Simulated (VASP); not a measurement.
# CsRe (F-43m) in VASP: single point with PBE

Aim: the single point of CsRe with PBE.

Everything below comes from runs of VASP 6.6.1. Logs are shortened: lines on timing, memory, paths and dates and some standing lists are left out, and cuts for length are marked.

### Step 1. The cell of the first run

The structure is cubic, space group F-43m (No. 216). The conventional cell has a = 6.254 Å, b = 6.254 Å, c = 6.254 Å, α = 90.00°, β = 90.00°, γ = 90.00°. Cs (site symmetry -43m) has 4 Re at 2.71 Å within 3.6 Å. Re (site symmetry -43m) has 4 Cs at 2.71 Å within 3.6 Å.

The cell was generated, and may not be a known phase.

### Step 2. Single point, PBE

INCAR

```
ALGO = Normal
EDIFF = 1E-6
ENCUT = 560
GGA = PE
GGA_COMPAT = False
ISIF = 2
ISMEAR = 0
LASPH = True
LCHARG = True
LELF = True
LREAL = False
LVHAR = True
LWAVE = False
NBANDS = 19
NELM = 120
PREC = Accurate
SIGMA = 0.1
```

KPOINTS

```
k-points
0
Gamma
  14 14 14
```

POSCAR

```
CsRe
1.0
    0.0000000000      3.1270353525      3.1270353525
    3.1270353525      0.0000000000      3.1270353525
    3.1270353525      3.1270353525      0.0000000000
Cs Re
1 1
Direct
    0.2500000000      0.2500000000      0.2500000000
    0.5000000000      0.5000000000      0.5000000000
```

Potentials or basis: VASP PAW PBE potentials, release 64 (Cs_sv, Re_sv_GW).

On the command line:

```sh
$ cat potpaw_PBE.64/Cs_sv/POTCAR potpaw_PBE.64/Re_sv_GW/POTCAR > POTCAR
$ mpirun -np 1 vasp_std > vasp.out
```

OUTCAR:

```text
EDIFF = 1E-6
   ENCUT = 560
   GGA = PE
   ISIF = 2
   ISMEAR = 0
   LASPH = True
   LREAL = False
   NELM = 120
   PREC = Accurate

 ion  position               nearest neighbor table
   1  0.250  0.250  0.250-   2 2.71   2 2.71   2 2.71   2 2.71
   2  0.500  0.500  0.500-   1 2.71   1 2.71   1 2.71   1 2.71

  LATTYP: Found a face centered cubic cell.
 ALAT       =     6.2540707050

  Lattice vectors:

 A1 = (   0.0000000000,   3.1270353525,   3.1270353525)
 A2 = (   3.1270353525,   0.0000000000,   3.1270353525)
 A3 = (   3.1270353525,   3.1270353525,   0.0000000000)

Analysis of symmetry for initial positions (statically):
=====================================================================
 Subroutine PRICEL returns:
 Original cell was already a primitive cell.

 Routine SETGRP: Setting up the symmetry group for a
 face centered cubic supercell.

 Subroutine GETGRP returns: Found 24 space group operations
 (whereof 24 operations were pure point group operations)
 out of a pool of 48 trial point group operations.

The static configuration has the point symmetry T_d .

Analysis of symmetry for dynamics (positions and initial velocities):
=====================================================================
 Subroutine PRICEL returns:
 Original cell was already a primitive cell.

 Routine SETGRP: Setting up the symmetry group for a
 face centered cubic supercell.

 Subroutine GETGRP returns: Found 24 space group operations
 (whereof 24 operations were pure point group operations)
 out of a pool of 48 trial point group operations.

The dynamic configuration has the point symmetry T_d .

 Subroutine INISYM returns: Found 24 space group operations
 (whereof 24 operations are pure point group operations),
 and found     1 'primitive' translations

----------------------------------------------------------------------------------------

                                     Primitive cell

  volume of cell :      61.1545

  direct lattice vectors                    reciprocal lattice vectors
     0.000000000  3.127035353  3.127035353    -0.159895858  0.159895858  0.159895858
     3.127035353  0.000000000  3.127035353     0.159895858 -0.159895858  0.159895858
     3.127035353  3.127035353  0.000000000     0.159895858  0.159895858 -0.159895858

  length of vectors
     4.422295806  4.422295806  4.422295806     0.276947750  0.276947750  0.276947750

  position of ions in fractional coordinates (direct lattice)
     0.250000000  0.250000000  0.250000000
     0.500000000  0.500000000  0.500000000

  ion indices of the primitive-cell ions
   primitive index   ion index
                 1           1
                 2           2

----------------------------------------------------------------------------------------

 KPOINTS: k-points

Automatic generation of k-mesh.
 Grid dimensions read from file:
 generate k-points for:   14   14   14

 Generating k-lattice:

  Cartesian coordinates                     Fractional coordinates (reciprocal lattice)
    -0.011421133  0.011421133  0.011421133     0.071428571  0.000000000  0.000000000
     0.011421133 -0.011421133  0.011421133     0.000000000  0.071428571  0.000000000
     0.011421133  0.011421133 -0.011421133     0.000000000  0.000000000  0.071428571

  Length of vectors
     0.019781982  0.019781982  0.019781982

  Shift w.r.t. Gamma in fractional coordinates (k-lattice)
     0.000000000  0.000000000  0.000000000

 Subroutine IBZKPT returns following result:
 ===========================================

 Found    104 irreducible k-points:

 Following reciprocal coordinates:
            Coordinates               Weight
  0.000000  0.000000  0.000000      1.000000
  0.071429  0.000000  0.000000      8.000000
  0.142857  0.000000  0.000000      8.000000
  0.214286  0.000000  0.000000      8.000000
  0.285714  0.000000  0.000000      8.000000
  0.357143  0.000000  0.000000      8.000000
[... 16 lines left out ...]
  0.214286  0.142857  0.000000     24.000000
  0.285714  0.142857  0.000000     24.000000
 [... further k-points ...]
   k-points           NKPTS =    104   k-points in BZ     NKDIM =    104   number of bands    NBANDS=     19
   number of dos      NEDOS =    301   number of ions     NIONS =      2
   total plane-waves  NPLWV =  46656
   dimension x,y,z NGX =    36 NGY =   36 NGZ =   36
   dimension x,y,z NGXF=    72 NGYF=   72 NGZF=   72
   ions per type =               1   1
   NGX,Y,Z   is equivalent  to a cutoff of  13.53, 13.53, 13.53 a.u.
   NGXF,Y,Z  is equivalent  to a cutoff of  27.07, 27.07, 27.07 a.u.
 SYSTEM =  unknown system
   PREC   = accura    normal or accurate (medium, high low for compatibility)
   ISTART =      0    job   : 0-new  1-cont  2-samecut
   ICHARG =      2    charge: 1-file 2-atom 10-const
   ISPIN  =      1    spin polarized calculation?
   LNONCOLLINEAR =      F non collinear calculations
   LSORBIT =      F    spin-orbit coupling
   LASPH  =      T    aspherical Exc in radial PAW
   ENCUT  =  560.0 eV  41.16 Ry    6.42 a.u.   8.53  8.53  8.53*2*pi/ulx,y,z
   NELM   =    120;   NELMIN=  2; NELMDL= -5     # of ELM steps
   EDIFF  = 0.1E-05   stopping-criterion for ELM
   LREAL  =      F    real-space projection
   EDIFFG = 0.1E-04   stopping-criterion for IOM
   NSW    =      0    number of steps for IOM
   IBRION =     -1    ionic relax: 0-MD 1-quasi-New 2-CG
   NFREE  =      0    steps in history (QN), initial steepest desc. (CG)
   ISIF   =      2    stress and relaxation
   ISYM   =      2    0-nonsym 1-usesym 2-fastsym
   POTIM  = 0.5000    time-step for ionic-motion
   TEBEG  =    0.0;   TEEND  =   0.0 temperature during run
   PSTRESS=    0.0 pullay stress
   NELECT =      24.0000    total number of electrons
   NUPDOWN=      -1.0000    fix difference up-down
   EMIN   =  10.00;   EMAX   =-10.00  energy-range for DOS
   EFERMI =   0.00;   METHOD = LEGACY
   ISMEAR =     0;   SIGMA  =   0.10  broadening in eV -4-tet -1-fermi 0-gaus
   EFERMI_NEDOS =   21; number of points for ismear=-14 and -15
   IALGO  =     38    algorithm
   IMIX   =      4    mixing-type and parameters
     AMIX     =   0.40;   BMIX     =  1.00
     AMIX_MAG =   1.60;   BMIX_MAG =  1.00
  volume/ion in A,a.u.               =      30.58       206.35
  Fermi-wavevector in a.u.,A,eV,Ry     =   1.198586  2.264999 19.546237  1.436608
  Thomas-Fermi vector in A             =   2.334471
   LORBIT       =      0    0 simple, 1 ext, 2 COOP (PROOUT), +10 PAW based schemes
   GGA     = PE    functional components
   LHFCALC =     F    Hartree Fock is set to
   AEXX    =    0.0000 exact exchange contribution
   IVDW    =     0    specifies the selected vdW correction
   LEPSILON=     F    determine dielectric tensor
   LRPA    =     F    only Hartree local field effects (RPA)
 non-spin polarized calculation
 Gauss-broadening in eV      SIGMA  =   0.10
  energy-cutoff  :      560.00
  volume of cell :       61.15
 maximum number of plane-waves:      1865
 NGX is ok and might be reduce to    36
   NGX = 17   NGY = 17   NGZ = 17

 number of electron      24.0000001 magnetization

 Free energy of the ion-electron system (eV)
  ---------------------------------------------------
  ext. energy  EPLUGINS =         0.00000000
  ---------------------------------------------------
  free energy    TOTEN  =        -6.42306515 eV

  energy without entropy =       -6.38451241  energy(sigma->0) =       -6.40378878

 E-fermi :   4.4271     XC(G=0):  -9.8599

 val. band max:        4.4267196437   @ k =  -0.4286   0.1429   0.0714
 cond. band min:       4.4291342445   @ k =  -0.2857   0.2143   0.0000
 fundamental gap:      0.0024146008
 Fermi energy:         4.4270990287

 k-point     1 :       0.0000    0.0000    0.0000
  band No.  band energies     occupation
      1     -74.8082      2.00000
      2     -36.7793      2.00000
      3     -36.7793      2.00000
      4     -36.7793      2.00000
      5     -18.2979      2.00000
      6      -5.2982      2.00000
[... 11 lines left out ...]
     18      12.2106      0.00000
     19      13.2682      0.00000

 k-point     2 :       0.0714    0.0000    0.0000
  band No.  band energies     occupation
      1     -74.8082      2.00000
      2     -36.7798      2.00000
      3     -36.7794      2.00000
      4     -36.7794      2.00000
      5     -18.2903      2.00000
      6      -5.3398      2.00000
[... 11 lines left out ...]
     18      12.4906      0.00000
     19      13.0868      0.00000

 k-point     3 :       0.1429    0.0000    0.0000
  band No.  band energies     occupation
      1     -74.8083      2.00000
      2     -36.7813      2.00000
      3     -36.7797      2.00000
      4     -36.7797      2.00000
      5     -18.2687      2.00000
      6      -5.4508      2.00000
[... 11 lines left out ...]
     18      12.7892      0.00000
     19      12.8652      0.00000

 k-point     4 :       0.2143    0.0000    0.0000
  band No.  band energies     occupation
      1     -74.8082      2.00000
      2     -36.7830      2.00000
      3     -36.7799      2.00000
      4     -36.7799      2.00000
      5     -18.2374      2.00000
      6      -5.5979      2.00000
[... 11 lines left out ...]
     18      12.5763      0.00000
     19      12.7358      0.00000

 k-point     5 :       0.2857    0.0000    0.0000
  band No.  band energies     occupation
      1     -74.8083      2.00000
      2     -36.7853      2.00000
      3     -36.7803      2.00000
      4     -36.7803      2.00000
      5     -18.2025      2.00000
      6      -5.7458      2.00000
[... 11 lines left out ...]
     18      12.5067      0.00000
     19      12.5139      0.00000
[... 334 lines left out ...]
      2     -36.7806      2.00000
      3     -36.7797      2.00000
      4     -36.7797      2.00000
      5     -18.2780      2.00000
      6      -5.4014      2.00000
[... 11 lines left out ...]
     18      12.7039      0.00000
     19      12.8070      0.00000

 k-point    22 :       0.1429    0.1429    0.0000
  band No.  band energies     occupation
      1     -74.8082      2.00000
      2     -36.7814      2.00000
      3     -36.7798      2.00000
      4     -36.7798      2.00000
      5     -18.2590      2.00000
      6      -5.4920      2.00000
[... 11 lines left out ...]
     18      11.9769      0.00000
     19      12.8318      0.00000

 k-point    23 :       0.2143    0.1429    0.0000
  band No.  band energies     occupation
      1     -74.8082      2.00000
      2     -36.7825      2.00000
      3     -36.7801      2.00000
      4     -36.7801      2.00000
      5     -18.2356      2.00000
      6      -5.5939      2.00000
[... 11 lines left out ...]
     18      11.7737      0.00000
     19      12.6015      0.00000

 k-point    24 :       0.2857    0.1429    0.0000
  band No.  band energies     occupation
      1     -74.8082      2.00000
      2     -36.7843      2.00000
      3     -36.7804      2.00000
      4     -36.7804      2.00000
      5     -18.2051      2.00000
      6      -5.7089      2.00000
[... 11 lines left out ...]
     18      11.7938      0.00000
     19      12.4283      0.00000

 [... further k-points ...]

------------------------ aborting loop because EDIFF is reached ----------------------------------------

  FORCE on cell =-STRESS in cart. coord.  units (eV):
  Direction    XX          YY          ZZ          XY          YZ          ZX
  --------------------------------------------------------------------------------------
  -------------------------------------------------------------------------------------
  Total        0.6822425      0.6822425      0.6822425      0.0000000     -0.0000000      0.0000000
  in kB       17.8739675     17.8739675     17.8739675      0.0000000     -0.0000000      0.0000000
  external PRESSURE =      17.8739675 kB  Pullay stress =       0.0000000 kB

 VOLUME and BASIS-vectors are now :
 -----------------------------------------------------------------------------
  energy-cutoff  :      560.00
  volume of cell :       61.15
      direct lattice vectors                 reciprocal lattice vectors
     0.000000000  3.127035353  3.127035353    -0.159895858  0.159895858  0.159895858
     3.127035353  0.000000000  3.127035353     0.159895858 -0.159895858  0.159895858
     3.127035353  3.127035353  0.000000000     0.159895858  0.159895858 -0.159895858

 POSITION                                       TOTAL-FORCE (eV/Angst)
 -----------------------------------------------------------------------------------
      1.56352      1.56352      1.56352        -0.000000      0.000000     -0.000000
      3.12704      3.12704      3.12704         0.000000     -0.000000      0.000000
 -----------------------------------------------------------------------------------
    total drift:                               -0.000000     -0.000000     -0.000000

  FREE ENERGIE OF THE ION-ELECTRON SYSTEM (eV)
  ---------------------------------------------------
  free  energy   TOTEN  =        -6.4230651489 eV

  energy  without entropy=       -6.3845124061  energy(sigma->0) =       -6.40378878
```

Wall time 1.9 min (1 thread of AMD EPYC 7R13 (Zen 3), shared host); peak memory 0.28 GiB.

What came out:

```
Free energy            : -6.4231 eV
Pressure               : 1.8 GPa
Band gap on the k mesh : zero (bands 12 and 13 overlap by 1.29 eV)
```

Levels at points of the mesh, in eV from the Fermi level:
| k point | band 9 | band 10 | band 11 | band 12 | band 13 | band 14 | band 15 | band 16 |
| --- | --- | --- | --- | --- | --- | --- | --- | --- |
| (0.00, 0.00, 0.00) | -2.43 | -1.27 | -1.27 | 0.84 | 0.84 | 0.84 | 3.49 | 3.49 |
| (0.50, 0.00, 0.00) | -1.25 | -1.08 | -1.08 | -0.21 | -0.09 | -0.09 | 3.66 | 4.74 |
| (0.50, 0.50, 0.00) | -1.97 | -1.81 | -0.51 | -0.51 | -0.45 | 2.21 | 2.58 | 5.46 |

Caveat: spin-orbit coupling is left out, which moves the levels of the heavy elements.
